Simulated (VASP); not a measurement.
Here is a VASP 6.6.1 calculation.

The input INCAR:

```
SYSTEM = Mn3Si
ALGO = Normal
EDIFF = 1E-7
ENCUT = 520
ISIF = 2
ISMEAR = -1
ISPIN = 2
LASPH = .TRUE.
LCHARG = .FALSE.
LMAXMIX = 4
LORBIT = 11
LREAL = .FALSE.
LWAVE = .FALSE.
MAGMOM = 2.8 2.8 2.8 0
NBANDS = 34
NELM = 150
PREC = Accurate
SIGMA = 0.1
```

Contents of KPOINTS:

```
k-points
0
G
  10 10 5
  0 0 0
```

File POSCAR:

```
Mn3Si
1.0
    2.7912010000      0.0000000000      0.0000000000
    0.0000000000      2.7912010000      0.0000000000
    0.0000000000      0.0000000000      5.6843340000
Mn Si
3 1
Direct
    0.0000000000      0.0000000000      0.7465510000
    0.0000000000      0.0000000000      0.2534490000
    0.5000000000      0.5000000000      0.0000000000
    0.5000000000      0.5000000000      0.5000000000
```

Potentials or basis: VASP PAW LDA potentials, release 64 (Mn_pv, Si).

The run is started by

```bash
$ cat potpaw_LDA.64/Mn_pv/POTCAR potpaw_LDA.64/Si/POTCAR > POTCAR
$ mpirun -np 1 vasp_std > vasp.out
```

(1) What does it give for the net moment?

(2) What does it give for the largest force?

## Answers

(1) 0.77 μB per cell.

(2) 0.204 eV/Å.

Caveat: the cell stands under tension.
